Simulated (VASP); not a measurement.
Crystal: P.

```
CELL_PARAMETERS angstrom
0.00000 1.96707 1.96707
1.96707 0.00000 1.96707
1.96707 1.96707 0.00000
ATOMIC_POSITIONS crystal
P 0.00000 0.00000 0.00000
```

```yaml
Program: VASP 6.6.1
Task: relaxation of cell and atoms
Functional: BLYP
Potentials_or_basis: VASP PAW PBE potentials, release 64 (P)
Cutoff: 600 eV
k_mesh: 14 × 14 × 14
Occupations: fermi-dirac, width 0.1 eV
Spin: no spin polarisation
```

At the start: pressure 8.0 GPa; volume 15.22 Å³/atom.

Question: How do energy, volume and symmetry change on relaxing?

Answer: Over 3 steps the energy falls by 36.9 meV/atom and the volume is 16.81 Å³/atom (+10.4 %); space group Fm-3m (No. 225, to 0.05 Å).

The path:
```csv
step,energy change (eV),largest force (eV/Å),pressure (GPa),volume (Å³)
1,0.0000,0.0000,8.03,15.22
2,-0.0366,0.0000,-0.61,16.97
3,-0.0369,0.0000,0.02,16.81
```

Final structure:
```
P
1.0
     0.00000    2.03308    2.03308
     2.03308    0.00000    2.03308
     2.03308    2.03308    0.00000
P
1
Direct
  0.00000 0.00000 0.00000
```

Caveat: the PAW data sets were made with another functional, which shifts forces and pressure a little.
